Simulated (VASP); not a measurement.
# Sb (P6_3/mmc) in VASP: a series of runs

Sb is run at these levels: PBE; tasks: single point, relaxation of cell and atoms.

Everything below comes from runs of VASP 6.6.1. Logs are shortened: lines on timing, memory, paths and dates and some standing lists are left out, and cuts for length are marked.

### 1 The cell of the first run

It takes space group P6_3/mmc (No. 194, hexagonal). Conventional cell: a = 3.358 Å, b = 3.358 Å, c = 11.243 Å, α = 90.00°, β = 90.00°, γ = 120.00°. Within 4.4 Å of Sb (site symmetry -3m) lie 12 Sb at 3.36 to 3.41 Å. Sb (site symmetry -6m2) has 12 Sb at 3.36 to 3.41 Å within 4.4 Å.

### 2 Single point, PBE

Input file INCAR:

```
PREC     = Accurate       # precision mode
ENCUT    = 520            # plane-wave cutoff, eV
EDIFF    = 1E-7           # SCF threshold, eV
ISMEAR   = 0              # smearing method
SIGMA    = 0.1            # smearing width, eV
LREAL    = F              # projectors in reciprocal space
LASPH    = T              # aspherical terms in the spheres
NELM     = 100            # most SCF steps
ALGO     = Normal         # electronic algorithm
ISIF     = 2              # what is computed and relaxed
LWAVE    = F              # write WAVECAR
LCHARG   = F              # write CHGCAR
GGA      = PE             # functional
NBANDS   = 18             # bands
```

Input file KPOINTS:

```
regular mesh
0
Gamma
  15 15 4
```

Input file POSCAR:

```
Sb
1.0
    3.3580162259      0.0000000000      0.0000000000
   -1.6790081129      2.9081273580      0.0000000000
    0.0000000000      0.0000000000     11.2434407182
Sb
4
Direct
    0.0000000000      0.0000000000      0.0000000000
    0.0000000000      0.0000000000      0.5000000000
    0.3333333333      0.6666666667      0.7500000000
    0.6666666667      0.3333333333      0.2500000000
```

Potentials or basis: VASP PAW PBE potentials, release 64 (Sb).

Command:

```console
cat potpaw_PBE.64/Sb/POTCAR > POTCAR
mpirun -np 1 vasp_std > vasp.out
```

OUTCAR:

```text
PREC = Accurate
   ENCUT = 520
   EDIFF = 1E-7
   ISMEAR = 0
   LREAL = F
   LASPH = T
   NELM = 100
   ISIF = 2
   GGA = PE

 ion  position               nearest neighbor table
   1  0.000  0.000  0.000-   3 3.41   4 3.41   4 3.41   3 3.41   4 3.41   3 3.41
   2  0.000  0.000  0.500-   3 3.41   4 3.41   4 3.41   3 3.41   4 3.41   3 3.41
   3  0.333  0.667  0.750-   1 3.41   2 3.41   1 3.41   2 3.41   1 3.41   2 3.41
   4  0.667  0.333  0.250-   1 3.41   2 3.41   1 3.41   2 3.41   1 3.41   2 3.41

  LATTYP: Found a hexagonal cell.
 ALAT       =     3.3580162259
 C/A-ratio  =     3.3482389488

  Lattice vectors:

 A1 = (   3.3580162259,   0.0000000000,   0.0000000000)
 A2 = (  -1.6790081129,   2.9081273580,   0.0000000000)
 A3 = (   0.0000000000,   0.0000000000,  11.2434407182)

Analysis of symmetry for initial positions (statically):
=====================================================================
 Subroutine PRICEL returns:
 Original cell was already a primitive cell.

 Routine SETGRP: Setting up the symmetry group for a
 hexagonal supercell.

 Subroutine GETGRP returns: Found 24 space group operations
 (whereof 12 operations were pure point group operations)
 out of a pool of 24 trial point group operations.

The static configuration has the point symmetry D_3d.
 The point group associated with its full space group is D_6h.

Analysis of symmetry for dynamics (positions and initial velocities):
=====================================================================
 Subroutine PRICEL returns:
 Original cell was already a primitive cell.

 Routine SETGRP: Setting up the symmetry group for a
 hexagonal supercell.

 Subroutine GETGRP returns: Found 24 space group operations
 (whereof 12 operations were pure point group operations)
 out of a pool of 24 trial point group operations.

The dynamic configuration has the point symmetry D_3d.
 The point group associated with its full space group is D_6h.

 Subroutine INISYM returns: Found 24 space group operations
 (whereof 12 operations are pure point group operations),
 and found     1 'primitive' translations

----------------------------------------------------------------------------------------

                                     Primitive cell

  volume of cell :     109.7983
[... 85 lines left out ...]
   ISTART =      0    job   : 0-new  1-cont  2-samecut
   ICHARG =      2    charge: 1-file 2-atom 10-const
   ISPIN  =      1    spin polarized calculation?
   LNONCOLLINEAR =      F non collinear calculations
   LSORBIT =      F    spin-orbit coupling
   LASPH  =      T    aspherical Exc in radial PAW
   ENCUT  =  520.0 eV  38.22 Ry    6.18 a.u.   6.24  6.24 20.91*2*pi/ulx,y,z
   NELM   =    100;   NELMIN=  2; NELMDL= -5     # of ELM steps
   EDIFF  = 0.1E-06   stopping-criterion for ELM
   LREAL  =      F    real-space projection
   EDIFFG = 0.1E-05   stopping-criterion for IOM
   NSW    =      0    number of steps for IOM
   IBRION =     -1    ionic relax: 0-MD 1-quasi-New 2-CG
   NFREE  =      0    steps in history (QN), initial steepest desc. (CG)
   ISIF   =      2    stress and relaxation
   ISYM   =      2    0-nonsym 1-usesym 2-fastsym
   POTIM  = 0.5000    time-step for ionic-motion
   TEBEG  =    0.0;   TEEND  =   0.0 temperature during run
   PSTRESS=    0.0 pullay stress
   NELECT =      20.0000    total number of electrons
   NUPDOWN=      -1.0000    fix difference up-down
   EMIN   =  10.00;   EMAX   =-10.00  energy-range for DOS
   EFERMI =   0.00;   METHOD = LEGACY
   ISMEAR =     0;   SIGMA  =   0.10  broadening in eV -4-tet -1-fermi 0-gaus
   EFERMI_NEDOS =   21; number of points for ismear=-14 and -15
   IALGO  =     38    algorithm
   IMIX   =      4    mixing-type and parameters
     AMIX     =   0.40;   BMIX     =  1.00
     AMIX_MAG =   1.60;   BMIX_MAG =  1.00
  volume/ion in A,a.u.               =      27.45       185.24
  Fermi-wavevector in a.u.,A,eV,Ry     =   0.928011  1.753686 11.717391  0.861204
  Thomas-Fermi vector in A             =   2.054142
   LORBIT       =      0    0 simple, 1 ext, 2 COOP (PROOUT), +10 PAW based schemes
   GGA     = PE    functional components
   LHFCALC =     F    Hartree Fock is set to
   AEXX    =    0.0000 exact exchange contribution
   IVDW    =     0    specifies the selected vdW correction
   LEPSILON=     F    determine dielectric tensor
   LRPA    =     F    only Hartree local field effects (RPA)
 non-spin polarized calculation
 Gauss-broadening in eV      SIGMA  =   0.10
  energy-cutoff  :      520.00
  volume of cell :      109.80
 maximum number of plane-waves:      2993
 NGX is ok and might be reduce to    28
   NGX = 13   NGY = 13   NGZ = 41

 number of electron      20.0000000 magnetization

 Free energy of the ion-electron system (eV)
  ---------------------------------------------------
  ext. energy  EPLUGINS =         0.00000000
  ---------------------------------------------------
  free energy    TOTEN  =       -15.42443452 eV

  energy without entropy =      -15.41203795  energy(sigma->0) =      -15.41823623

 E-fermi :   8.2948     XC(G=0): -10.1473

 val. band max:        8.2741606147   @ k =   0.4667   0.0667   0.0000
 cond. band min:       8.3097042213   @ k =   0.2000   0.2000   0.2500
 fundamental gap:      0.0355436066
 Fermi energy:         8.2948277509

 k-point     1 :       0.0000    0.0000    0.0000
  band No.  band energies     occupation
      1      -4.5011      2.00000
      2      -3.3714      2.00000
      3      -3.3428      2.00000
      4      -1.0825      2.00000
      5       2.5533      2.00000
      6       7.1869      2.00000
[... 481 lines left out ...]
      5       3.3225      2.00000
      6       3.5676      2.00000
[... 10 lines left out ...]
     17      14.0325      0.00000
     18      14.1401      0.00000

 [... further k-points ...]
[... 5 lines left out ...]
  --------------------------------------------------------------------------------------
  -------------------------------------------------------------------------------------
  Total       -0.0723730     -0.0723730     -0.0681599     -0.0000000      0.0000000     -0.0000000
  in kB       -1.0560674     -1.0560674     -0.9945902     -0.0000000      0.0000000     -0.0000000
  external PRESSURE =      -1.0355750 kB  Pullay stress =       0.0000000 kB

 VOLUME and BASIS-vectors are now :
 -----------------------------------------------------------------------------
  energy-cutoff  :      520.00
  volume of cell :      109.80
      direct lattice vectors                 reciprocal lattice vectors
     3.358016226  0.000000000  0.000000000     0.297794868  0.171931947  0.000000000
    -1.679008113  2.908127358  0.000000000     0.000000000  0.343863895  0.000000000
     0.000000000  0.000000000 11.243440718     0.000000000  0.000000000  0.088940746

 POSITION                                       TOTAL-FORCE (eV/Angst)
 -----------------------------------------------------------------------------------
      0.00000      0.00000      0.00000         0.000000      0.000000      0.000000
      0.00000      0.00000      5.62172         0.000000      0.000000      0.000000
     -0.00000      1.93875      8.43258         0.000000      0.000000     -0.000000
      1.67901      0.96938      2.81086        -0.000000      0.000000     -0.000000
 -----------------------------------------------------------------------------------
    total drift:                               -0.000000     -0.000000      0.000000

  FREE ENERGIE OF THE ION-ELECTRON SYSTEM (eV)
  ---------------------------------------------------
  free  energy   TOTEN  =       -15.4244345166 eV

  energy  without entropy=      -15.4120379475  energy(sigma->0) =      -15.41823623
```

OSZICAR:

```text
N       E                     dE             d eps       ncg     rms          rms(c)
DAV:   1     0.772174815112E+02    0.77217E+02   -0.66318E+03  2916   0.865E+02
DAV:   2    -0.107211948714E+02   -0.87939E+02   -0.85040E+02  3868   0.145E+02
DAV:   3    -0.153969107371E+02   -0.46757E+01   -0.45997E+01  3676   0.357E+01
DAV:   4    -0.154421807585E+02   -0.45270E-01   -0.45210E-01  3272   0.406E+00
DAV:   5    -0.154426753220E+02   -0.49456E-03   -0.49455E-03  3386   0.501E-01    0.329E+00
DAV:   6    -0.154303577713E+02    0.12318E-01   -0.96781E-03  3268   0.466E-01    0.187E+00
DAV:   7    -0.154243425610E+02    0.60152E-02   -0.15821E-02  3100   0.608E-01    0.740E-02
DAV:   8    -0.154244016468E+02   -0.59086E-04   -0.26016E-04  3424   0.933E-02    0.538E-02
DAV:   9    -0.154244347172E+02   -0.33070E-04   -0.78717E-05  3118   0.620E-02    0.255E-02
DAV:  10    -0.154244355719E+02   -0.85468E-06   -0.18183E-06  3346   0.775E-03    0.907E-04
DAV:  11    -0.154244348934E+02    0.67845E-06   -0.91925E-08  1830   0.167E-03    0.340E-04
DAV:  12    -0.154244345741E+02    0.31934E-06   -0.10909E-08  1706   0.694E-04    0.216E-04
DAV:  13    -0.154244345166E+02    0.57455E-07   -0.16897E-09  1684   0.282E-04
   1 F= -.15424435E+02 E0= -.15418236E+02  d E =-.123966E-01
```

Run time: 63 s. Hardware: 1 thread of AMD EPYC 9R45 (Zen 5), shared host; peak memory 0.28 GiB.

What came out:

- Free energy: -15.4244 eV
- Pressure: -0.1 GPa
- Band gap on the k mesh: zero (band 10 reaches 12.71 eV, above the bottom of band 11 at 5.75 eV)

Caveat: spin-orbit coupling is left out, which moves the levels of the heavy elements.

### 3 Relaxation of cell and atoms, PBE

Input file INCAR:

```
SYSTEM = Sb
PREC     = Accurate       ! precision mode
ENCUT    = 600            ! plane-wave cutoff, eV
EDIFF    = 1E-6           ! SCF threshold, eV
ISMEAR   = 0              ! smearing method
SIGMA    = 0.1            ! smearing width, eV
LREAL    = .False.        ! projectors in reciprocal space
LASPH    = .True.         ! aspherical terms in the spheres
NELM     = 100            ! most SCF steps
ALGO     = Normal         ! electronic algorithm
ISIF     = 3              ! what is computed and relaxed
LWAVE    = .False.        ! write WAVECAR
LCHARG   = .False.        ! write CHGCAR
GGA      = PE             ! functional
IBRION   = 2              ! ionic algorithm
NSW      = 100            ! ionic steps
EDIFFG   = -0.01          ! ionic threshold
```

Input file KPOINTS:

```
Automatic mesh
0
Gamma
  15 15 4
  0 0 0
```

Input file POSCAR:

```
Sb
1.0
    3.3509505679      0.0000000000      0.0000000000
   -1.6754752839      2.9020083186      0.0000000000
    0.0000000000      0.0000000000     11.2924396808
Sb
4
Direct
    0.0000000000      0.0000000000      0.0000000000
    0.0000000000      0.0000000000      0.5000000000
    0.3333333333      0.6666666667      0.7500000000
    0.6666666667      0.3333333333      0.2500000000
```

Potentials or basis: VASP PAW PBE potentials, release 64 (Sb).

Command:

```console
cat potpaw_PBE.64/Sb/POTCAR > POTCAR
mpirun -np 1 vasp_std > vasp.out
```

Run time: 1.8 min. Hardware: 1 thread of AMD EPYC 9R45 (Zen 5), shared host; peak memory 0.31 GiB.

It converged, with:

```
Free energy                            : -15.4246 eV
Relaxed volume                         : 27.42 Å³/atom
Relaxed cell                           : a = 3.357 Å, b = 3.357 Å, c = 11.236 Å, α = 90.00°, β = 90.00°, γ = 120.00°
Space group after relaxing (to 0.05 Å) : P6_3/mmc (No. 194)
Energy gained by relaxing              : 0.2 meV/atom
Ionic steps                            : 4
Pressure after relaxing                : 0.0 GPa
```

The path:
| step | energy change (eV) | largest force (eV/Å) | pressure (GPa) | volume (Å³) |
| --- | --- | --- | --- | --- |
| 1 | 0.0000 | 0.0000 | -0.08 | 109.81 |
| 2 | -0.0005 | 0.0000 | 0.02 | 109.59 |
| 3 | -0.0006 | 0.0000 | 0.09 | 109.45 |
| 4 | -0.0006 | 0.0000 | -0.03 | 109.66 |

Final structure:
```cif
data_structure
_symmetry_space_group_name_H-M 'P 1'
_symmetry_Int_Tables_number 1
_cell_length_a 3.3571
_cell_length_b 3.3571
_cell_length_c 11.2359
_cell_angle_alpha 90.000
_cell_angle_beta 90.000
_cell_angle_gamma 120.000
_cell_volume 109.66
loop_
_atom_site_label
_atom_site_type_symbol
_atom_site_fract_x
_atom_site_fract_y
_atom_site_fract_z
_atom_site_occupancy
Sb1 Sb 0.00000 0.00000 0.00000 1
Sb2 Sb 0.00000 0.00000 0.50000 1
Sb3 Sb 0.33333 0.66667 0.75000 1
Sb4 Sb 0.66667 0.33333 0.25000 1
```

Levels at points of the mesh, in eV from the Fermi level:
```csv
k point,band 8,band 9,band 10,band 11,band 12,band 13
"(0.00, 0.00, 0.00)",3.77,3.77,4.42,4.42,4.46,4.46
"(0.00, 0.00, 0.50)",2.46,3.95,3.95,3.95,3.95,5.01
```

Caveat: the bands computed are all filled at some k points, so no gap is given; spin-orbit coupling is left out, which moves the levels of the heavy elements.
